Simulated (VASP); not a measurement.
# BaTiO3 (P4/mmm) in VASP: notebook

The runs below take BaTiO3 through single point, with PBE.

Everything below comes from runs of VASP 6.6.1. Logs are shortened: lines on timing, memory, paths and dates and some standing lists are left out, and cuts for length are marked.

## 1. The cell of the first run

The structure is tetragonal, space group P4/mmm (No. 123). The conventional cell has a = 4.366 Å, b = 4.366 Å, c = 3.406 Å, α = 90.00°, β = 90.00°, γ = 90.00°. Ba (site symmetry 4/mmm) has 12 O at 2.77 to 3.09 Å and 2 Ba at 3.41 Å and 8 Ti at 3.53 Å within 3.6 Å. Ti (site symmetry 4/mmm) has 6 O at 1.70 to 2.18 Å within 2.3 Å. Within 2.3 Å of O (site symmetry 4/mmm) lie 2 Ti at 1.70 Å. Within 2.9 Å of O (site symmetry mmm) lie 2 Ti at 2.18 Å and 4 Ba at 2.77 Å and 4 O at 2.77 Å.

## 2. Single point, PBE

File INCAR:

```
SYSTEM = BaTiO3
PREC = Accurate ; ENCUT = 1340
EDIFF = 1E-6 ; ISMEAR = 0
SIGMA = 0.05 ; LREAL = .FALSE.
LASPH = .TRUE. ; NELM = 120
ALGO = Normal ; ISIF = 2
LWAVE = .FALSE. ; LCHARG = .TRUE.
GGA = PE ; LELF = .TRUE.
LVHAR = .TRUE. ; NBANDS = 28
GGA_COMPAT = .FALSE.
```

File KPOINTS:

```
Automatic mesh
0
G
  8 8 8
  0 0 0
```

File POSCAR:

```
BaTiO3
1.0
    4.3662794332      0.0000000000      0.0000000000
    0.0000000000      4.3662794332      0.0000000000
    0.0000000000      0.0000000000      3.4057398672
Ba Ti O
1 1 3
Direct
    0.0000000000      0.0000000000      0.0000000000
    0.5000000000      0.5000000000      0.5000000000
    0.5000000000      0.5000000000      0.0000000000
    0.5000000000      0.0000000000      0.5000000000
    0.0000000000      0.5000000000      0.5000000000
```

Potentials or basis: VASP PAW PBE potentials, release 64 (Ba_sv, Ti_sv, O_h).

The run is started by

```sh
$ cat potpaw_PBE.64/Ba_sv/POTCAR potpaw_PBE.64/Ti_sv/POTCAR potpaw_PBE.64/O_h/POTCAR > POTCAR
$ mpirun -np 1 vasp_std > vasp.out
```

OUTCAR:

```text
SYSTEM = BaTiO3
   PREC = Accurate
   ENCUT = 1340
   EDIFF = 1E-6
   ISMEAR = 0
   LREAL = .FALSE.
   LASPH = .TRUE.
   NELM = 120
   ISIF = 2
   GGA = PE

 ion  position               nearest neighbor table
   1  0.000  0.000  0.000-   4 2.77   5 2.77   4 2.77   5 2.77   5 2.77   5 2.77   4 2.77   4 2.77
                             3 3.09   3 3.09   3 3.09   3 3.09   2 3.53   2 3.53   2 3.53   2 3.53
   2  0.500  0.500  0.500-   3 1.70   3 1.70   5 2.18   4 2.18   4 2.18   5 2.18   1 3.53   1 3.53
                             1 3.53   1 3.53   1 3.53   1 3.53   1 3.53   1 3.53
   3  0.500  0.500  0.000-   2 1.70   2 1.70   1 3.09   1 3.09   1 3.09   1 3.09
   4  0.500  0.000  0.500-   2 2.18   2 2.18   1 2.77   1 2.77   1 2.77   1 2.77
   5  0.000  0.500  0.500-   2 2.18   2 2.18   1 2.77   1 2.77   1 2.77   1 2.77

  LATTYP: Found a simple tetragonal cell.
 ALAT       =     4.3662794332
 C/A-ratio  =     0.7800095984

  Lattice vectors:

 A1 = (   4.3662794332,   0.0000000000,   0.0000000000)
 A2 = (   0.0000000000,   4.3662794332,   0.0000000000)
 A3 = (   0.0000000000,   0.0000000000,   3.4057398672)

Analysis of symmetry for initial positions (statically):
=====================================================================
 Subroutine PRICEL returns:
 Original cell was already a primitive cell.

 Routine SETGRP: Setting up the symmetry group for a
 simple tetragonal supercell.

 Subroutine GETGRP returns: Found 16 space group operations
 (whereof 16 operations were pure point group operations)
 out of a pool of 16 trial point group operations.

The static configuration has the point symmetry D_4h.

Analysis of symmetry for dynamics (positions and initial velocities):
=====================================================================
 Subroutine PRICEL returns:
 Original cell was already a primitive cell.

 Routine SETGRP: Setting up the symmetry group for a
 simple tetragonal supercell.

 Subroutine GETGRP returns: Found 16 space group operations
 (whereof 16 operations were pure point group operations)
 out of a pool of 16 trial point group operations.

The dynamic configuration has the point symmetry D_4h.

 Subroutine INISYM returns: Found 16 space group operations
 (whereof 16 operations are pure point group operations),
 and found     1 'primitive' translations

----------------------------------------------------------------------------------------

                                     Primitive cell

  volume of cell :      64.9284

  direct lattice vectors                    reciprocal lattice vectors
     4.366279433  0.000000000  0.000000000     0.229027944  0.000000000  0.000000000
     0.000000000  4.366279433  0.000000000     0.000000000  0.229027944  0.000000000
     0.000000000  0.000000000  3.405739867     0.000000000  0.000000000  0.293621956

  length of vectors
     4.366279433  4.366279433  3.405739867     0.229027944  0.229027944  0.293621956

  position of ions in fractional coordinates (direct lattice)
     0.000000000  0.000000000  0.000000000
     0.500000000  0.500000000  0.500000000
     0.500000000  0.500000000  0.000000000
     0.500000000  0.000000000  0.500000000
     0.000000000  0.500000000  0.500000000

  ion indices of the primitive-cell ions
   primitive index   ion index
                 1           1
                 2           2
                 3           3
                 4           4
                 5           5

----------------------------------------------------------------------------------------

 KPOINTS: Automatic mesh

Automatic generation of k-mesh.
 Grid dimensions read from file:
 generate k-points for:    8    8    8

 Generating k-lattice:

  Cartesian coordinates                     Fractional coordinates (reciprocal lattice)
     0.028628493  0.000000000  0.000000000     0.125000000  0.000000000  0.000000000
     0.000000000  0.028628493  0.000000000     0.000000000  0.125000000  0.000000000
     0.000000000  0.000000000  0.036702744     0.000000000  0.000000000  0.125000000

  Length of vectors
     0.028628493  0.028628493  0.036702744

  Shift w.r.t. Gamma in fractional coordinates (k-lattice)
     0.000000000  0.000000000  0.000000000

 Subroutine IBZKPT returns following result:
 ===========================================

 Found     75 irreducible k-points:

 Following reciprocal coordinates:
            Coordinates               Weight
  0.000000  0.000000  0.000000      1.000000
  0.125000  0.000000  0.000000      4.000000
  0.250000  0.000000  0.000000      4.000000
  0.375000  0.000000  0.000000      4.000000
  0.500000  0.000000  0.000000      2.000000
  0.125000  0.125000  0.000000      4.000000
[... 16 lines left out ...]
  0.375000  0.125000  0.125000     16.000000
  0.500000  0.125000  0.125000      8.000000
 [... further k-points ...]
   k-points           NKPTS =     75   k-points in BZ     NKDIM =     75   number of bands    NBANDS=     28
   number of dos      NEDOS =    301   number of ions     NIONS =      5
   total plane-waves  NPLWV = 122472
   dimension x,y,z NGX =    54 NGY =   54 NGZ =   42
   dimension x,y,z NGXF=   108 NGYF=  108 NGZF=   84
   ions per type =               1   1   3
   NGX,Y,Z   is equivalent  to a cutoff of  20.56, 20.56, 20.50 a.u.
   NGXF,Y,Z  is equivalent  to a cutoff of  41.12, 41.12, 41.00 a.u.
 SYSTEM =  BaTiO3
   PREC   = accura    normal or accurate (medium, high low for compatibility)
   ISTART =      0    job   : 0-new  1-cont  2-samecut
   ICHARG =      2    charge: 1-file 2-atom 10-const
   ISPIN  =      1    spin polarized calculation?
   LNONCOLLINEAR =      F non collinear calculations
   LSORBIT =      F    spin-orbit coupling
   LASPH  =      T    aspherical Exc in radial PAW
   ENCUT  = 1340.0 eV  98.49 Ry    9.92 a.u.  13.03 13.03 10.17*2*pi/ulx,y,z
   NELM   =    120;   NELMIN=  2; NELMDL= -5     # of ELM steps
   EDIFF  = 0.1E-05   stopping-criterion for ELM
   LREAL  =      F    real-space projection
   EDIFFG = 0.1E-04   stopping-criterion for IOM
   NSW    =      0    number of steps for IOM
   IBRION =     -1    ionic relax: 0-MD 1-quasi-New 2-CG
   NFREE  =      0    steps in history (QN), initial steepest desc. (CG)
   ISIF   =      2    stress and relaxation
   ISYM   =      2    0-nonsym 1-usesym 2-fastsym
   POTIM  = 0.5000    time-step for ionic-motion
   TEBEG  =    0.0;   TEEND  =   0.0 temperature during run
   PSTRESS=    0.0 pullay stress
   NELECT =      40.0000    total number of electrons
   NUPDOWN=      -1.0000    fix difference up-down
   EMIN   =  10.00;   EMAX   =-10.00  energy-range for DOS
   EFERMI =   0.00;   METHOD = LEGACY
   ISMEAR =     0;   SIGMA  =   0.05  broadening in eV -4-tet -1-fermi 0-gaus
   EFERMI_NEDOS =   21; number of points for ismear=-14 and -15
   IALGO  =     38    algorithm
   IMIX   =      4    mixing-type and parameters
     AMIX     =   0.40;   BMIX     =  1.00
     AMIX_MAG =   1.60;   BMIX_MAG =  1.00
  volume/ion in A,a.u.               =      12.99        87.63
  Fermi-wavevector in a.u.,A,eV,Ry     =   1.392996  2.632381 26.401274  1.940439
  Thomas-Fermi vector in A             =   2.516685
   LORBIT       =      0    0 simple, 1 ext, 2 COOP (PROOUT), +10 PAW based schemes
   GGA     = PE    functional components
   LHFCALC =     F    Hartree Fock is set to
   AEXX    =    0.0000 exact exchange contribution
   IVDW    =     0    specifies the selected vdW correction
   LEPSILON=     F    determine dielectric tensor
   LRPA    =     F    only Hartree local field effects (RPA)
 non-spin polarized calculation
 Gauss-broadening in eV      SIGMA  =   0.05
  energy-cutoff  :     1340.00
  volume of cell :       64.93
 maximum number of plane-waves:      7288
 NGX is ok and might be reduce to    54
   NGX = 27   NGY = 27   NGZ = 21

 number of electron      40.0000002 magnetization

 Free energy of the ion-electron system (eV)
  ---------------------------------------------------
  ext. energy  EPLUGINS =         0.00000000
  ---------------------------------------------------
  free energy    TOTEN  =       -37.86161577 eV

  energy without entropy =      -37.86161577  energy(sigma->0) =      -37.86161577

 E-fermi :   4.5454     XC(G=0): -11.1684

 val. band max:        4.3081056535   @ k =   0.0000   0.0000   0.0000
 cond. band min:       5.5846428788   @ k =   0.0000   0.0000   0.0000
 fundamental gap:      1.2765372253
 Fermi energy:         4.5453561624

 k-point     1 :       0.0000    0.0000    0.0000
  band No.  band energies     occupation
      1     -52.4367      2.00000
      2     -29.0161      2.00000
      3     -28.6028      2.00000
      4     -28.6028      2.00000
      5     -20.9187      2.00000
      6     -14.1469      2.00000
[... 20 lines left out ...]
     27      10.5966      0.00000
     28      11.8613      0.00000

 k-point     2 :       0.1250    0.0000    0.0000
  band No.  band energies     occupation
      1     -52.4366      2.00000
      2     -29.0160      2.00000
      3     -28.6053      2.00000
      4     -28.6027      2.00000
      5     -20.9094      2.00000
      6     -14.1544      2.00000
[... 20 lines left out ...]
     27      10.8061      0.00000
     28      11.8974      0.00000

 k-point     3 :       0.2500    0.0000    0.0000
  band No.  band energies     occupation
      1     -52.4365      2.00000
      2     -29.0158      2.00000
      3     -28.6115      2.00000
      4     -28.6025      2.00000
      5     -20.8868      2.00000
      6     -14.1742      2.00000
[... 20 lines left out ...]
     27      11.2772      0.00000
     28      11.9744      0.00000

 k-point     4 :       0.3750    0.0000    0.0000
  band No.  band energies     occupation
      1     -52.4364      2.00000
      2     -29.0157      2.00000
      3     -28.6176      2.00000
      4     -28.6022      2.00000
      5     -20.8639      2.00000
      6     -14.1966      2.00000
[... 578 lines left out ...]
     27      11.7395      0.00000
     28      11.9592      0.00000

 k-point    23 :       0.3750    0.1250    0.1250
  band No.  band energies     occupation
      1     -52.4348      2.00000
      2     -29.0660      2.00000
      3     -28.6147      2.00000
      4     -28.6021      2.00000
      5     -20.8112      2.00000
      6     -13.9244      2.00000
[... 20 lines left out ...]
     27      11.9813      0.00000
     28      12.1511      0.00000

 k-point    24 :       0.5000    0.1250    0.1250
  band No.  band energies     occupation
      1     -52.4348      2.00000
      2     -29.0659      2.00000
      3     -28.6172      2.00000
      4     -28.6020      2.00000
      5     -20.8028      2.00000
      6     -13.9313      2.00000
[... 20 lines left out ...]
     27      11.9818      0.00000
     28      12.2892      0.00000

 [... further k-points ...]

------------------------ aborting loop because EDIFF is reached ----------------------------------------

  FORCE on cell =-STRESS in cart. coord.  units (eV):
  Direction    XX          YY          ZZ          XY          YZ          ZX
  --------------------------------------------------------------------------------------
  -------------------------------------------------------------------------------------
  Total       -3.5548420     -3.5548420     27.6017166      0.0000000      0.0000000      0.0000000
  in kB      -87.7195434    -87.7195434    681.1019897      0.0000000      0.0000000      0.0000000
  external PRESSURE =     168.5543009 kB  Pullay stress =       0.0000000 kB

 VOLUME and BASIS-vectors are now :
 -----------------------------------------------------------------------------
  energy-cutoff  :     1340.00
  volume of cell :       64.93
      direct lattice vectors                 reciprocal lattice vectors
     4.366279433  0.000000000  0.000000000     0.229027944  0.000000000  0.000000000
     0.000000000  4.366279433  0.000000000     0.000000000  0.229027944  0.000000000
     0.000000000  0.000000000  3.405739867     0.000000000  0.000000000  0.293621956

 POSITION                                       TOTAL-FORCE (eV/Angst)
 -----------------------------------------------------------------------------------
      0.00000      0.00000      0.00000         0.000000      0.000000      0.000000
      2.18314      2.18314      1.70287         0.000000      0.000000      0.000000
      2.18314      2.18314      0.00000         0.000000      0.000000      0.000000
      2.18314      0.00000      1.70287         0.000000      0.000000      0.000000
      0.00000      2.18314      1.70287         0.000000      0.000000      0.000000
 -----------------------------------------------------------------------------------
    total drift:                                0.000000      0.000000      0.000000

  FREE ENERGIE OF THE ION-ELECTRON SYSTEM (eV)
  ---------------------------------------------------
  free  energy   TOTEN  =       -37.8616157691 eV

  energy  without entropy=      -37.8616157691  energy(sigma->0) =      -37.86161577
```

Run time: 5.6 min. Hardware: 1 thread of Intel Xeon 6975P-C (Granite Rapids), shared host; peak memory 0.74 GiB.

What came out:

```
Free energy            : -37.8616 eV
Pressure               : 16.9 GPa
Band gap on the k mesh : 1.28 eV
```

Stress tensor (GPa, compression positive):
```
-8.77  0.00  0.00
 0.00 -8.77  0.00
 0.00  0.00 68.11
```

Levels at points of the mesh, in eV from the valence-band top:
| k point | band 18 | band 19 | band 20 | band 21 | band 22 | band 23 |
| --- | --- | --- | --- | --- | --- | --- |
| (0.00, 0.00, 0.00) | -0.35 | -0.35 | 0.00 | 1.28 | 1.76 | 1.76 |
| (0.50, 0.00, 0.00) | -1.00 | -0.82 | -0.53 | 1.81 | 2.68 | 2.75 |
| (0.50, 0.50, 0.00) | -1.53 | -1.32 | -0.82 | 2.74 | 2.74 | 2.97 |
| (0.00, 0.00, 0.50) | -1.90 | -0.98 | -0.98 | 1.73 | 3.04 | 5.13 |
| (0.50, 0.00, 0.50) | -0.77 | -0.68 | -0.66 | 2.75 | 3.75 | 5.13 |
| (0.50, 0.50, 0.50) | -0.49 | -0.10 | -0.10 | 3.32 | 5.22 | 5.22 |

Caveat: the stress differs along the axes, from -9 to 68 GPa; spin-orbit coupling is left out, which moves the levels of the heavy elements.

[end of part 1 of 2]
